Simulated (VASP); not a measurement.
# CaO (Fm-3m) in VASP: further runs

CaO is run at these levels: PBE; tasks: single point, relaxation of cell and atoms.

All numbers are computed with VASP 6.6.1; they aren't measurements. Logs are shortened: lines on timing, memory, paths and dates and some standing lists are left out, and cuts for length are marked.

### Step 1. The cell of the first run

It takes space group Fm-3m (No. 225, cubic). Conventional cell: a = 4.987 Å, b = 4.987 Å, c = 4.987 Å, α = 90.00°, β = 90.00°, γ = 90.00°. Within 3.3 Å of Ca (site symmetry m-3m) lie 6 O at 2.49 Å. Within 3.3 Å of O (site symmetry m-3m) lie 6 Ca at 2.49 Å.

### Step 2. Single point, PBE (volume scaled by 1.10)

Contents of INCAR:

```
SYSTEM = CaO
PREC = Accurate ; ENCUT = 520
EDIFF = 1E-6 ; ISMEAR = 0
SIGMA = 0.02 ; LREAL = .FALSE.
LASPH = .TRUE. ; NELM = 100
ALGO = Normal ; ISIF = 2
LWAVE = .FALSE. ; LCHARG = .FALSE.
GGA = PE ; NBANDS = 15
```

Contents of KPOINTS:

```
Automatic mesh
0
G
  8 8 8
  0 0 0
```

Contents of POSCAR:

```
CaO
1.0
    0.0000000000      2.4935980040      2.4935980040
    2.4935980040      0.0000000000      2.4935980040
    2.4935980040      2.4935980040      0.0000000000
Ca O
1 1
Direct
    0.0000000000      0.0000000000      0.0000000000
    0.5000000000      0.5000000000      0.5000000000
```

Potentials or basis: VASP PAW PBE potentials, release 64 (Ca_sv, O).

The run is started by

```bash
$ cat potpaw_PBE.64/Ca_sv/POTCAR potpaw_PBE.64/O/POTCAR > POTCAR
$ mpirun -np 1 vasp_std > vasp.out
```

OUTCAR:

```text
SYSTEM = CaO
   PREC = Accurate
   ENCUT = 520
   EDIFF = 1E-6
   ISMEAR = 0
   LREAL = .FALSE.
   LASPH = .TRUE.
   NELM = 100
   ISIF = 2
   GGA = PE

 ion  position               nearest neighbor table
   1  0.000  0.000  0.000-   2 2.49   2 2.49   2 2.49   2 2.49   2 2.49   2 2.49
   2  0.500  0.500  0.500-   1 2.49   1 2.49   1 2.49   1 2.49   1 2.49   1 2.49

  LATTYP: Found a face centered cubic cell.
 ALAT       =     4.9871960080

  Lattice vectors:

 A1 = (   0.0000000000,   2.4935980040,   2.4935980040)
 A2 = (   2.4935980040,   0.0000000000,   2.4935980040)
 A3 = (   2.4935980040,   2.4935980040,   0.0000000000)

Analysis of symmetry for initial positions (statically):
=====================================================================
 Subroutine PRICEL returns:
 Original cell was already a primitive cell.

 Routine SETGRP: Setting up the symmetry group for a
 face centered cubic supercell.

 Subroutine GETGRP returns: Found 48 space group operations
 (whereof 48 operations were pure point group operations)
 out of a pool of 48 trial point group operations.

The static configuration has the point symmetry O_h .

Analysis of symmetry for dynamics (positions and initial velocities):
=====================================================================
 Subroutine PRICEL returns:
 Original cell was already a primitive cell.

 Routine SETGRP: Setting up the symmetry group for a
 face centered cubic supercell.

 Subroutine GETGRP returns: Found 48 space group operations
 (whereof 48 operations were pure point group operations)
 out of a pool of 48 trial point group operations.

The dynamic configuration has the point symmetry O_h .

 Subroutine INISYM returns: Found 48 space group operations
 (whereof 48 operations are pure point group operations),
 and found     1 'primitive' translations

----------------------------------------------------------------------------------------

                                     Primitive cell

  volume of cell :      31.0105

  direct lattice vectors                    reciprocal lattice vectors
     0.000000000  2.493598004  2.493598004    -0.200513475  0.200513475  0.200513475
     2.493598004  0.000000000  2.493598004     0.200513475 -0.200513475  0.200513475
     2.493598004  2.493598004  0.000000000     0.200513475  0.200513475 -0.200513475

  length of vectors
     3.526480116  3.526480116  3.526480116     0.347299526  0.347299526  0.347299526

  position of ions in fractional coordinates (direct lattice)
     0.000000000  0.000000000  0.000000000
     0.500000000  0.500000000  0.500000000

  ion indices of the primitive-cell ions
   primitive index   ion index
                 1           1
                 2           2

----------------------------------------------------------------------------------------

 KPOINTS: Automatic mesh

Automatic generation of k-mesh.
 Grid dimensions read from file:
 generate k-points for:    8    8    8

 Generating k-lattice:

  Cartesian coordinates                     Fractional coordinates (reciprocal lattice)
    -0.025064184  0.025064184  0.025064184     0.125000000  0.000000000  0.000000000
     0.025064184 -0.025064184  0.025064184     0.000000000  0.125000000  0.000000000
     0.025064184  0.025064184 -0.025064184     0.000000000  0.000000000  0.125000000

  Length of vectors
     0.043412441  0.043412441  0.043412441

  Shift w.r.t. Gamma in fractional coordinates (k-lattice)
     0.000000000  0.000000000  0.000000000

 Subroutine IBZKPT returns following result:
 ===========================================

 Found     29 irreducible k-points:

 Following reciprocal coordinates:
            Coordinates               Weight
  0.000000  0.000000  0.000000      1.000000
  0.125000  0.000000  0.000000      8.000000
  0.250000  0.000000  0.000000      8.000000
  0.375000  0.000000  0.000000      8.000000
  0.500000  0.000000  0.000000      4.000000
  0.125000  0.125000  0.000000      6.000000
[... 16 lines left out ...]
  0.500000  0.250000  0.125000     48.000000
 -0.375000  0.250000  0.125000     24.000000
 [... further k-points ...]
   k-points           NKPTS =     29   k-points in BZ     NKDIM =     29   number of bands    NBANDS=     15
   number of dos      NEDOS =    301   number of ions     NIONS =      2
   total plane-waves  NPLWV =  21952
   dimension x,y,z NGX =    28 NGY =   28 NGZ =   28
   dimension x,y,z NGXF=    56 NGYF=   56 NGZF=   56
   ions per type =               1   1
   NGX,Y,Z   is equivalent  to a cutoff of  13.20, 13.20, 13.20 a.u.
   NGXF,Y,Z  is equivalent  to a cutoff of  26.40, 26.40, 26.40 a.u.
 SYSTEM =  CaO
   PREC   = accura    normal or accurate (medium, high low for compatibility)
   ISTART =      0    job   : 0-new  1-cont  2-samecut
   ICHARG =      2    charge: 1-file 2-atom 10-const
   ISPIN  =      1    spin polarized calculation?
   LNONCOLLINEAR =      F non collinear calculations
   LSORBIT =      F    spin-orbit coupling
   LASPH  =      T    aspherical Exc in radial PAW
   ENCUT  =  520.0 eV  38.22 Ry    6.18 a.u.   6.56  6.56  6.56*2*pi/ulx,y,z
   NELM   =    100;   NELMIN=  2; NELMDL= -5     # of ELM steps
   EDIFF  = 0.1E-05   stopping-criterion for ELM
   LREAL  =      F    real-space projection
   EDIFFG = 0.1E-04   stopping-criterion for IOM
   NSW    =      0    number of steps for IOM
   IBRION =     -1    ionic relax: 0-MD 1-quasi-New 2-CG
   NFREE  =      0    steps in history (QN), initial steepest desc. (CG)
   ISIF   =      2    stress and relaxation
   ISYM   =      2    0-nonsym 1-usesym 2-fastsym
   POTIM  = 0.5000    time-step for ionic-motion
   TEBEG  =    0.0;   TEEND  =   0.0 temperature during run
   PSTRESS=    0.0 pullay stress
   NELECT =      16.0000    total number of electrons
   NUPDOWN=      -1.0000    fix difference up-down
   EMIN   =  10.00;   EMAX   =-10.00  energy-range for DOS
   EFERMI =   0.00;   METHOD = LEGACY
   ISMEAR =     0;   SIGMA  =   0.02  broadening in eV -4-tet -1-fermi 0-gaus
   EFERMI_NEDOS =   21; number of points for ismear=-14 and -15
   IALGO  =     38    algorithm
   IMIX   =      4    mixing-type and parameters
     AMIX     =   0.40;   BMIX     =  1.00
     AMIX_MAG =   1.60;   BMIX_MAG =  1.00
  volume/ion in A,a.u.               =      15.51       104.63
  Fermi-wavevector in a.u.,A,eV,Ry     =   1.313041  2.481288 23.457498  1.724077
  Thomas-Fermi vector in A             =   2.443392
   LORBIT       =      0    0 simple, 1 ext, 2 COOP (PROOUT), +10 PAW based schemes
   GGA     = PE    functional components
   LHFCALC =     F    Hartree Fock is set to
   AEXX    =    0.0000 exact exchange contribution
   IVDW    =     0    specifies the selected vdW correction
   LEPSILON=     F    determine dielectric tensor
   LRPA    =     F    only Hartree local field effects (RPA)
 non-spin polarized calculation
 Gauss-broadening in eV      SIGMA  =   0.02
  energy-cutoff  :      520.00
  volume of cell :       31.01
 maximum number of plane-waves:       869
 NGX is ok and might be reduce to    28
   NGX = 13   NGY = 13   NGZ = 13

 number of electron      16.0000001 magnetization

 Free energy of the ion-electron system (eV)
  ---------------------------------------------------
  ext. energy  EPLUGINS =         0.00000000
  ---------------------------------------------------
  free energy    TOTEN  =       -12.73735063 eV

  energy without entropy =      -12.73735063  energy(sigma->0) =      -12.73735063

 E-fermi :   1.9896     XC(G=0):  -9.9488

 val. band max:        1.7593628536   @ k =   0.0000   0.0000   0.0000
 cond. band min:       5.3977342136   @ k =   0.5000   0.5000   0.0000
 fundamental gap:      3.6383713600
 Fermi energy:         1.9896275967

 k-point     1 :       0.0000    0.0000    0.0000
  band No.  band energies     occupation
      1     -36.3518      2.00000
      2     -17.1796      2.00000
      3     -17.1796      2.00000
      4     -17.1796      2.00000
      5     -13.5657      2.00000
      6       1.7594      2.00000
      7       1.7594      2.00000
      8       1.7594      2.00000
      9       5.6314      0.00000
     10       7.6952      0.00000
     11       7.6952      0.00000
     12       7.6952      0.00000
     13       9.0155      0.00000
     14       9.0155      0.00000
     15      16.1343      0.00000

 k-point     2 :       0.1250    0.0000    0.0000
  band No.  band energies     occupation
      1     -36.3428      2.00000
      2     -17.2999      2.00000
      3     -17.1855      2.00000
      4     -17.1855      2.00000
      5     -13.4314      2.00000
      6       1.2566      2.00000
      7       1.5867      2.00000
      8       1.5868      2.00000
      9       6.2948      0.00000
     10       7.6498      0.00000
     11       7.9244      0.00000
     12       7.9244      0.00000
     13       9.3198      0.00000
     14       9.3198      0.00000
     15      16.5851      0.00000

 k-point     3 :       0.2500    0.0000    0.0000
  band No.  band energies     occupation
      1     -36.3209      2.00000
      2     -17.5622      2.00000
      3     -17.1998      2.00000
      4     -17.1998      2.00000
      5     -13.1346      2.00000
      6       0.3491      2.00000
      7       1.2123      2.00000
      8       1.2123      2.00000
      9       7.5774      0.00000
     10       7.7923      0.00000
     11       8.5225      0.00000
     12       8.5225      0.00000
     13      10.0595      0.00000
     14      10.0595      0.00000
     15      16.5445      0.00000
[... 343 lines left out ...]
 k-point    23 :       0.5000    0.2500    0.1250
  band No.  band energies     occupation
      1     -36.2875      2.00000
      2     -17.6954      2.00000
      3     -17.3320      2.00000
      4     -17.2497      2.00000
      5     -12.9771      2.00000
      6      -0.0700      2.00000
      7       0.8368      2.00000
      8       0.9937      2.00000
      9       7.3445      0.00000
     10       8.5986      0.00000
     11       9.5881      0.00000
     12       9.6393      0.00000
     13      10.8443      0.00000
     14      11.8553      0.00000
     15      15.1839      0.00000

 k-point    24 :      -0.3750    0.2500    0.1250
  band No.  band energies     occupation
      1     -36.2802      2.00000
      2     -17.7383      2.00000
      3     -17.3428      2.00000
      4     -17.2662      2.00000
      5     -12.9330      2.00000
      6      -0.1213      2.00000
      7       0.7383      2.00000
      8       0.8500      2.00000
      9       8.0688      0.00000
     10       8.1394      0.00000
     11       9.8714      0.00000
     12       9.8854      0.00000
     13      11.1037      0.00000
     14      12.6296      0.00000
     15      14.1826      0.00000

 [... further k-points ...]

------------------------ aborting loop because EDIFF is reached ----------------------------------------

  FORCE on cell =-STRESS in cart. coord.  units (eV):
  Direction    XX          YY          ZZ          XY          YZ          ZX
  --------------------------------------------------------------------------------------
  -------------------------------------------------------------------------------------
  Total       -1.5164130     -1.5164130     -1.5164130     -0.0000000      0.0000000     -0.0000000
  in kB      -78.3463496    -78.3463496    -78.3463496     -0.0000000      0.0000000     -0.0000000
  external PRESSURE =     -78.3463496 kB  Pullay stress =       0.0000000 kB

 VOLUME and BASIS-vectors are now :
 -----------------------------------------------------------------------------
  energy-cutoff  :      520.00
  volume of cell :       31.01
      direct lattice vectors                 reciprocal lattice vectors
     0.000000000  2.493598004  2.493598004    -0.200513475  0.200513475  0.200513475
     2.493598004  0.000000000  2.493598004     0.200513475 -0.200513475  0.200513475
     2.493598004  2.493598004  0.000000000     0.200513475  0.200513475 -0.200513475

 POSITION                                       TOTAL-FORCE (eV/Angst)
 -----------------------------------------------------------------------------------
      0.00000      0.00000      0.00000         0.000000      0.000000     -0.000000
      2.49360      2.49360      2.49360        -0.000000     -0.000000      0.000000
 -----------------------------------------------------------------------------------
    total drift:                                0.000000      0.000000      0.000000

  FREE ENERGIE OF THE ION-ELECTRON SYSTEM (eV)
  ---------------------------------------------------
  free  energy   TOTEN  =       -12.7373506330 eV

  energy  without entropy=      -12.7373506330  energy(sigma->0) =      -12.73735063
```

Run time: 13 s. Hardware: 1 thread of Intel Xeon Platinum 8375C at 2.90GHz (Ice Lake), shared host; peak memory 0.15 GiB.

Results:

| Quantity | Value |
| --- | --- |
| Free energy | -12.7374 eV |
| Pressure | -7.8 GPa |
| Band gap on the k mesh | 3.64 eV, indirect (least direct gap 3.87 eV) |

[end of part 1 of 2]
